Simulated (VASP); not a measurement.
A run of VASP 6.6.1 is set up as follows.

INCAR

```
PREC = Accurate
ENCUT = 600
EDIFF = 1E-7
ISMEAR = 0
SIGMA = 0.1
LREAL = F
LASPH = T
NELM = 80
ALGO = Fast
ISIF = 3
LWAVE = F
LCHARG = F
GGA = PE
IBRION = 2
NSW = 100
EDIFFG = -0.01
```

KPOINTS

```
regular mesh
0
Gamma
  12 12 6
```

The input POSCAR:

```
ScBe4Al2B3
1.0
    4.1146270615      0.0000000000      0.0000000000
   -2.0573135307      3.5633715623      0.0000000000
    0.0000000000      0.0000000000      8.7227004018
Sc Be Al B
1 4 2 3
Direct
    0.6666666667      0.3333333333      0.0000000000
    0.3333333333      0.6666666667      0.7714686257
    0.3333333333      0.6666666667      0.2285313743
    0.3333333333      0.6666666667      0.0000000000
    0.0000000000      0.0000000000      0.5000000000
    0.0000000000      0.0000000000      0.0000000000
    0.3333333333      0.6666666667      0.5000000000
    0.0000000000      0.0000000000      0.2657365162
    0.0000000000      0.0000000000      0.7342634838
    0.6666666667      0.3333333333      0.5000000000
```

Potentials or basis: VASP PAW PBE potentials, release 64 (Sc_sv, Be, Al, B).

Launch:

```bash
$ cat potpaw_PBE.64/Sc_sv/POTCAR potpaw_PBE.64/Be/POTCAR potpaw_PBE.64/Al/POTCAR potpaw_PBE.64/B/POTCAR > POTCAR
$ mpirun -np 1 vasp_std > vasp.out
```

**Question.** What does it give for the space group after relaxing (to 0.1 Å)?

**Answer.** P-6m2 (No. 187).

**Question.** What does it give for the relaxed cell?

**Answer.** a = 4.133 Å, b = 4.133 Å, c = 8.669 Å, α = 90.00°, β = 90.00°, γ = 120.00°.

**Question.** Predict the relaxed volume.

**Answer.** 12.83 Å³/atom.

Final structure:
```yaml
crystal:
  lattice:
    - [4.13342, 0.00000, 0.00000]
    - [-2.06671, 3.57964, 0.00000]
    - [0.00000, 0.00000, 8.66918]
  atoms:
    - { symbol: Sc, position: [0.66667, 0.33333, 0.00000] }
    - { symbol: Be, position: [0.33333, 0.66667, 0.77057] }
    - { symbol: Be, position: [0.33333, 0.66667, 0.22943] }
    - { symbol: Be, position: [0.33333, 0.66667, 0.00000] }
    - { symbol: Be, position: [0.00000, 0.00000, 0.50000] }
    - { symbol: Al, position: [0.00000, 0.00000, 0.00000] }
    - { symbol: Al, position: [0.33333, 0.66667, 0.50000] }
    - { symbol: B, position: [0.00000, 0.00000, 0.26764] }
    - { symbol: B, position: [0.00000, 0.00000, 0.73236] }
    - { symbol: B, position: [0.66667, 0.33333, 0.50000] }
```
